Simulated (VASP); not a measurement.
Input of a VASP 6.6.1 run:

INCAR

```
PREC = Accurate
ENCUT = 520
EDIFF = 1E-7
ISMEAR = 0
SIGMA = 0.05
LREAL = False
LASPH = True
NELM = 80
ALGO = Normal
ISIF = 2
LWAVE = False
LCHARG = False
GGA = PE
NBANDS = 15
```

Contents of KPOINTS:

```
Automatic mesh
0
Gamma
  8 8 8
```

The input POSCAR:

```
BaTe
1.0
    0.0000000000      3.4100000000      3.4100000000
    3.4100000000      0.0000000000      3.4100000000
    3.4100000000      3.4100000000      0.0000000000
Ba Te
1 1
Direct
    0.0000000000      0.0000000000      0.0000000000
    0.4890029326      0.4890029326      0.5109970674
```

Potentials or basis: VASP PAW PBE potentials, release 64 (Ba_sv, Te).

Command:

```bash
$ cat potpaw_PBE.64/Ba_sv/POTCAR potpaw_PBE.64/Te/POTCAR > POTCAR
$ mpirun -np 1 vasp_std > vasp.out
```

**Question.** Predict the pressure.

**Answer.** 4.3 GPa.

**Question.** Estimate the band gap on the k mesh.

**Answer.** 1.34 eV, indirect (least direct gap 1.71 eV).

**Question.** What does it give for the largest force?

**Answer.** 0.234 eV/Å.

Forces in eV/Å, atoms in the order of the input:
```
Ba   0.000  0.000 -0.234
Te   0.000  0.000  0.234
```

Caveat: the cell differs from its parent crystal (all Te atoms moved +0.075 Å, as atom 2 towards its neighbour atom 1 (Ba) at 3.410 Å); spin-orbit coupling is left out, which moves the levels of the heavy elements. A k mesh can miss the band edges.
